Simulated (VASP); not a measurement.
Here is a VASP 6.6.1 calculation.

File POSCAR:

```
Si
1.0
   -3.2717987109      3.2717987109      1.9859427176
    3.2717987109     -3.2717987109      1.9859427176
    3.2717987109      3.2717987109     -1.9859427176
Si
4
Direct
    0.1788010600      0.1788010600      0.3576021200
    0.8211989400      0.8211989400      0.6423978800
    0.1788010600      0.8211989400      0.0000000000
    0.8211989400      0.1788010600      0.0000000000
```

INCAR.step1

```
PREC     = Accurate       # precision mode
ENCUT    = 520            # plane-wave cutoff, eV
ISMEAR   = 0              # smearing method
SIGMA    = 0.03           # smearing width, eV
LREAL    = F              # projectors in reciprocal space
LASPH    = T              # aspherical terms in the spheres
NELM     = 100            # most SCF steps
NBANDS   = 16             # bands
GGA      = PE             # functional
ALGO     = Normal         # electronic algorithm
EDIFF    = 1E-4           # SCF threshold, eV
LWAVE    = T              # write WAVECAR
LCHARG   = F              # write CHGCAR
```

File INCAR.step2:

```
PREC     = Accurate       # precision mode
ENCUT    = 520            # plane-wave cutoff, eV
EDIFF    = 1E-7           # SCF threshold, eV
ISMEAR   = 0              # smearing method
SIGMA    = 0.03           # smearing width, eV
LREAL    = F              # projectors in reciprocal space
LASPH    = T              # aspherical terms in the spheres
NELM     = 100            # most SCF steps
ALGO     = Normal         # electronic algorithm
ISIF     = 2              # what is computed and relaxed
LWAVE    = F              # write WAVECAR
LCHARG   = F              # write CHGCAR
METAGGA  = R2SCAN         # meta-GGA
LMIXTAU  = T            
NBANDS   = 16             # bands
ISTART   = 1
```

The input KPOINTS:

```
regular mesh
0
Gamma
  12 12 12
```

Potentials or basis: VASP PAW PBE potentials, release 64 (Si).

The run is started by

```bash
$ cat potpaw_PBE.64/Si/POTCAR > POTCAR
$ cp INCAR.step1 INCAR
$ mpirun -np 1 vasp_std > vasp.out
$ cp INCAR.step2 INCAR
$ mpirun -np 1 vasp_std > vasp.out
```

**Question.** What does it give for the pressure?

**Answer.** -0.1 GPa.

**Question.** Predict the band gap on the k mesh.

**Answer.** Zero (filled and empty bands touch).

Forces in eV/Å, atoms in the order of the input:
```
Si   0.390  0.390  0.000
Si  -0.390 -0.390  0.000
Si  -0.390  0.390  0.000
Si   0.390 -0.390  0.000
```

Caveat: the PAW data sets were made with another functional, which shifts forces and pressure a little.
